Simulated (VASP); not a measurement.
# CdS (Fm-3m) in VASP: settings compared

The runs below take CdS through single point, with PBEsol, LDA.

Program: VASP 6.6.1. These are calculated values, not measurements. Logs are shortened: lines on timing, memory, paths and dates and some standing lists are left out, and cuts for length are marked.

## 1. The cell of the first run

The structure is cubic, space group Fm-3m (No. 225). The conventional cell has a = 5.470 Å, b = 5.470 Å, c = 5.470 Å, α = 90.00°, β = 90.00°, γ = 90.00°. Within 3.6 Å of Cd (site symmetry m-3m) lie 6 S at 2.73 Å. S (site symmetry m-3m) has 6 Cd at 2.73 Å within 3.6 Å.

## 2. Single point, PBEsol (volume scaled by 0.98)

Input file INCAR:

```
PREC = Accurate ; ENCUT = 520
EDIFF = 1E-6 ; ISMEAR = -1
SIGMA = 0.05 ; LREAL = F
LASPH = T ; NELM = 80
ALGO = Normal ; ISIF = 2
LWAVE = F ; LCHARG = F
GGA = PS ; NBANDS = 16
```

Input file KPOINTS:

```
Automatic mesh
0
Gamma
  8 8 8
```

Input file POSCAR:

```
CdS
1.0
    0.0000000000      2.7347652956      2.7347652956
    2.7347652956      0.0000000000      2.7347652956
    2.7347652956      2.7347652956      0.0000000000
Cd S
1 1
Direct
    0.0000000000      0.0000000000      0.0000000000
    0.5000000000      0.5000000000      0.5000000000
```

Potentials or basis: VASP PAW PBE potentials, release 64 (Cd, S).

Command:

```console
$ cat potpaw_PBE.64/Cd/POTCAR potpaw_PBE.64/S/POTCAR > POTCAR
$ mpirun -np 1 vasp_std > vasp.out
```

OUTCAR:

```text
PREC = Accurate
   ENCUT = 520
   EDIFF = 1E-6
   ISMEAR = -1
   LREAL = F
   LASPH = T
   NELM = 80
   ISIF = 2
   GGA = PS

 ion  position               nearest neighbor table
   1  0.000  0.000  0.000-   2 2.73   2 2.73   2 2.73   2 2.73   2 2.73   2 2.73
   2  0.500  0.500  0.500-   1 2.73   1 2.73   1 2.73   1 2.73   1 2.73   1 2.73

  LATTYP: Found a face centered cubic cell.
 ALAT       =     5.4695305912

  Lattice vectors:

 A1 = (   0.0000000000,   2.7347652956,   2.7347652956)
 A2 = (   2.7347652956,   0.0000000000,   2.7347652956)
 A3 = (   2.7347652956,   2.7347652956,   0.0000000000)

Analysis of symmetry for initial positions (statically):
=====================================================================
 Subroutine PRICEL returns:
 Original cell was already a primitive cell.

 Routine SETGRP: Setting up the symmetry group for a
 face centered cubic supercell.

 Subroutine GETGRP returns: Found 48 space group operations
[... 9 lines left out ...]

 Routine SETGRP: Setting up the symmetry group for a
 face centered cubic supercell.

 Subroutine GETGRP returns: Found 48 space group operations
[... 11 lines left out ...]
                                     Primitive cell

  volume of cell :      40.9063

  direct lattice vectors                    reciprocal lattice vectors
     0.000000000  2.734765296  2.734765296    -0.182831046  0.182831046  0.182831046
     2.734765296  0.000000000  2.734765296     0.182831046 -0.182831046  0.182831046
     2.734765296  2.734765296  0.000000000     0.182831046  0.182831046 -0.182831046

  length of vectors
     3.867542171  3.867542171  3.867542171     0.316672661  0.316672661  0.316672661

  position of ions in fractional coordinates (direct lattice)
     0.000000000  0.000000000  0.000000000
     0.500000000  0.500000000  0.500000000

  ion indices of the primitive-cell ions
   primitive index   ion index
                 1           1
                 2           2

----------------------------------------------------------------------------------------

 KPOINTS: Automatic mesh

Automatic generation of k-mesh.
 Grid dimensions read from file:
 generate k-points for:    8    8    8

 Generating k-lattice:

  Cartesian coordinates                     Fractional coordinates (reciprocal lattice)
    -0.022853881  0.022853881  0.022853881     0.125000000  0.000000000  0.000000000
     0.022853881 -0.022853881  0.022853881     0.000000000  0.125000000  0.000000000
     0.022853881  0.022853881 -0.022853881     0.000000000  0.000000000  0.125000000

  Length of vectors
     0.039584083  0.039584083  0.039584083

  Shift w.r.t. Gamma in fractional coordinates (k-lattice)
     0.000000000  0.000000000  0.000000000

 Subroutine IBZKPT returns following result:
 ===========================================

 Found     29 irreducible k-points:

 Following reciprocal coordinates:
            Coordinates               Weight
  0.000000  0.000000  0.000000      1.000000
  0.125000  0.000000  0.000000      8.000000
  0.250000  0.000000  0.000000      8.000000
  0.375000  0.000000  0.000000      8.000000
  0.500000  0.000000  0.000000      4.000000
  0.125000  0.125000  0.000000      6.000000
[... 16 lines left out ...]
  0.500000  0.250000  0.125000     48.000000
 -0.375000  0.250000  0.125000     24.000000
 [... further k-points ...]
   k-points           NKPTS =     29   k-points in BZ     NKDIM =     29   number of bands    NBANDS=     16
   number of dos      NEDOS =    301   number of ions     NIONS =      2
   total plane-waves  NPLWV =  27000
   dimension x,y,z NGX =    30 NGY =   30 NGZ =   30
   dimension x,y,z NGXF=    60 NGYF=   60 NGZF=   60
   ions per type =               1   1
   NGX,Y,Z   is equivalent  to a cutoff of  12.90, 12.90, 12.90 a.u.
   NGXF,Y,Z  is equivalent  to a cutoff of  25.79, 25.79, 25.79 a.u.
 SYSTEM =  unknown system
   PREC   = accura    normal or accurate (medium, high low for compatibility)
   ISTART =      0    job   : 0-new  1-cont  2-samecut
   ICHARG =      2    charge: 1-file 2-atom 10-const
   ISPIN  =      1    spin polarized calculation?
   LNONCOLLINEAR =      F non collinear calculations
   LSORBIT =      F    spin-orbit coupling
   LASPH  =      T    aspherical Exc in radial PAW
   ENCUT  =  520.0 eV  38.22 Ry    6.18 a.u.   7.19  7.19  7.19*2*pi/ulx,y,z
   NELM   =     80;   NELMIN=  2; NELMDL= -5     # of ELM steps
   EDIFF  = 0.1E-05   stopping-criterion for ELM
   LREAL  =      F    real-space projection
   EDIFFG = 0.1E-04   stopping-criterion for IOM
   NSW    =      0    number of steps for IOM
   IBRION =     -1    ionic relax: 0-MD 1-quasi-New 2-CG
   NFREE  =      0    steps in history (QN), initial steepest desc. (CG)
   ISIF   =      2    stress and relaxation
   ISYM   =      2    0-nonsym 1-usesym 2-fastsym
   POTIM  = 0.5000    time-step for ionic-motion
   TEBEG  =    0.0;   TEEND  =   0.0 temperature during run
   PSTRESS=    0.0 pullay stress
   NELECT =      18.0000    total number of electrons
   NUPDOWN=      -1.0000    fix difference up-down
   EMIN   =  10.00;   EMAX   =-10.00  energy-range for DOS
   EFERMI =   0.00;   METHOD = LEGACY
   ISMEAR =    -1;   SIGMA  =   0.05  broadening in eV -4-tet -1-fermi 0-gaus
   EFERMI_NEDOS =   21; number of points for ismear=-14 and -15
   IALGO  =     38    algorithm
   IMIX   =      4    mixing-type and parameters
     AMIX     =   0.40;   BMIX     =  1.00
     AMIX_MAG =   1.60;   BMIX_MAG =  1.00
  volume/ion in A,a.u.               =      20.45       138.02
  Fermi-wavevector in a.u.,A,eV,Ry     =   1.245190  2.353068 21.095806  1.550498
  Thomas-Fermi vector in A             =   2.379423
   LORBIT       =      0    0 simple, 1 ext, 2 COOP (PROOUT), +10 PAW based schemes
   GGA     = PS    functional components
   LHFCALC =     F    Hartree Fock is set to
   AEXX    =    0.0000 exact exchange contribution
   IVDW    =     0    specifies the selected vdW correction
   LEPSILON=     F    determine dielectric tensor
   LRPA    =     F    only Hartree local field effects (RPA)
 non-spin polarized calculation
  energy-cutoff  :      520.00
  volume of cell :       40.91
 maximum number of plane-waves:      1124
 NGX is ok and might be reduce to    30
   NGX = 15   NGY = 15   NGZ = 15

 number of electron      18.0000004 magnetization

 Free energy of the ion-electron system (eV)
  ---------------------------------------------------
  ext. energy  EPLUGINS =         0.00000000
  ---------------------------------------------------
  free energy    TOTEN  =        -6.63643797 eV

  energy without entropy =       -6.63454789  energy(sigma->0) =       -6.63549293

 E-fermi :   2.9581     XC(G=0): -10.6078

 val. band max:        2.9463279659   @ k =   0.5000   0.5000   0.0000
 cond. band min:       3.6060254124   @ k =   0.0000   0.0000   0.0000
 fundamental gap:      0.6596974465
 Fermi energy:         2.9581047122

 k-point     1 :       0.0000    0.0000    0.0000
  band No.  band energies     occupation
      1     -10.0143      2.00000
      2      -4.7808      2.00000
      3      -4.7808      2.00000
      4      -4.7784      2.00000
      5      -4.7784      2.00000
      6      -4.7784      2.00000
[... 8 lines left out ...]
     15      14.1265      0.00000
     16      14.1265      0.00000

 k-point     2 :       0.1250    0.0000    0.0000
  band No.  band energies     occupation
      1      -9.8781      2.00000
      2      -4.8290      2.00000
      3      -4.8290      2.00000
      4      -4.7943      2.00000
      5      -4.7485      2.00000
      6      -4.7485      2.00000
[... 8 lines left out ...]
     15      13.0136      0.00000
     16      13.7671      0.00000

 k-point     3 :       0.2500    0.0000    0.0000
  band No.  band energies     occupation
      1      -9.5121      2.00000
      2      -4.9419      2.00000
      3      -4.9419      2.00000
      4      -4.8541      2.00000
      5      -4.6744      2.00000
      6      -4.6744      2.00000
[... 8 lines left out ...]
     15      13.5932      0.00000
     16      13.5932      0.00000

 k-point     4 :       0.3750    0.0000    0.0000
  band No.  band energies     occupation
      1      -9.0704      2.00000
      2      -5.0498      2.00000
      3      -5.0498      2.00000
      4      -4.9735      2.00000
      5      -4.5986      2.00000
      6      -4.5986      2.00000
[... 8 lines left out ...]
     15      14.8682      0.00000
     16      14.8682      0.00000

 k-point     5 :       0.5000    0.0000    0.0000
  band No.  band energies     occupation
      1      -8.8531      2.00000
      2      -5.0931      2.00000
      3      -5.0931      2.00000
      4      -5.0582      2.00000
      5      -4.5668      2.00000
      6      -4.5668      2.00000
[... 8 lines left out ...]
     15      15.7949      0.00000
     16      15.7949      0.00000

 k-point     6 :       0.1250    0.1250    0.0000
  band No.  band energies     occupation
      1      -9.8394      2.00000
      2      -4.8817      2.00000
      3      -4.8025      2.00000
      4      -4.7644      2.00000
      5      -4.7490      2.00000
      6      -4.7490      2.00000
[... 8 lines left out ...]
     15      15.2101      0.00000
     16      15.2996      0.00000
[... 267 lines left out ...]
 k-point    21 :       0.5000    0.5000    0.0000
  band No.  band energies     occupation
      1      -9.0881      2.00000
      2      -4.9430      2.00000
      3      -4.6681      2.00000
      4      -4.4986      2.00000
      5      -4.4986      2.00000
      6      -3.8145      2.00000
[... 8 lines left out ...]
     15      17.2517      0.00000
     16      17.4813      0.00000

 k-point    22 :       0.3750    0.2500    0.1250
  band No.  band energies     occupation
      1      -9.3081      2.00000
      2      -4.9765      2.00000
      3      -4.8766      2.00000
      4      -4.8453      2.00000
      5      -4.6576      2.00000
      6      -4.5850      2.00000
[... 8 lines left out ...]
     15      15.9287      0.00000
     16      16.6591      0.00000

 k-point    23 :       0.5000    0.2500    0.1250
  band No.  band energies     occupation
      1      -9.0216      2.00000
      2      -4.9727      2.00000
      3      -4.9218      2.00000
      4      -4.8431      2.00000
      5      -4.5936      2.00000
      6      -4.5013      2.00000
[... 8 lines left out ...]
     15      16.3873      0.00000
     16      16.8859      0.00000

 k-point    24 :      -0.3750    0.2500    0.1250
  band No.  band energies     occupation
      1      -8.8944      2.00000
      2      -5.0155      2.00000
      3      -4.8863      2.00000
      4      -4.8353      2.00000
      5      -4.5557      2.00000
      6      -4.4640      2.00000
[... 8 lines left out ...]
     15      15.0585      0.00000
     16      17.2323      0.00000

 [... further k-points ...]
[... 5 lines left out ...]
  --------------------------------------------------------------------------------------
  -------------------------------------------------------------------------------------
  Total       -0.6648935     -0.6648935     -0.6648935     -0.0000000     -0.0000000      0.0000000
  in kB      -26.0418905    -26.0418905    -26.0418905     -0.0000000     -0.0000000      0.0000000
  external PRESSURE =     -26.0418905 kB  Pullay stress =       0.0000000 kB

 VOLUME and BASIS-vectors are now :
 -----------------------------------------------------------------------------
  energy-cutoff  :      520.00
  volume of cell :       40.91
      direct lattice vectors                 reciprocal lattice vectors
     0.000000000  2.734765296  2.734765296    -0.182831046  0.182831046  0.182831046
     2.734765296  0.000000000  2.734765296     0.182831046 -0.182831046  0.182831046
     2.734765296  2.734765296  0.000000000     0.182831046  0.182831046 -0.182831046

 POSITION                                       TOTAL-FORCE (eV/Angst)
 -----------------------------------------------------------------------------------
      0.00000      0.00000      0.00000        -0.000000      0.000000     -0.000000
      2.73477      2.73477      2.73477         0.000000      0.000000      0.000000
 -----------------------------------------------------------------------------------
    total drift:                               -0.000000      0.000000      0.000000

  FREE ENERGIE OF THE ION-ELECTRON SYSTEM (eV)
  ---------------------------------------------------
  free  energy   TOTEN  =        -6.6364379659 eV

  energy  without entropy=       -6.6345478938  energy(sigma->0) =       -6.63549293
```

Wall time 36 s (1 thread of Intel Xeon 8259CL, shared host); peak memory 0.17 GiB.

What came out:

```yaml
Free_energy: -6.6364 eV
Pressure: -2.6 GPa
```

Levels at points of the mesh, in eV from the Fermi level:
| k point | band 6 | band 7 | band 8 | band 9 | band 10 | band 11 | band 12 | band 13 |
| --- | --- | --- | --- | --- | --- | --- | --- | --- |
| (0.00, 0.00, 0.00) | -7.74 | -0.90 | -0.90 | -0.90 | 0.65 | 9.01 | 9.01 | 9.01 |
| (0.50, 0.00, 0.00) | -7.52 | -5.06 | -0.15 | -0.15 | 3.21 | 5.65 | 5.65 | 6.62 |
| (0.50, 0.50, 0.00) | -6.77 | -4.47 | -2.32 | -2.32 | -0.01 | 5.76 | 9.59 | 11.01 |

Caveat: the PAW data sets were made with another functional, which shifts forces and pressure a little.

(Part 1 of 2 ends here.)
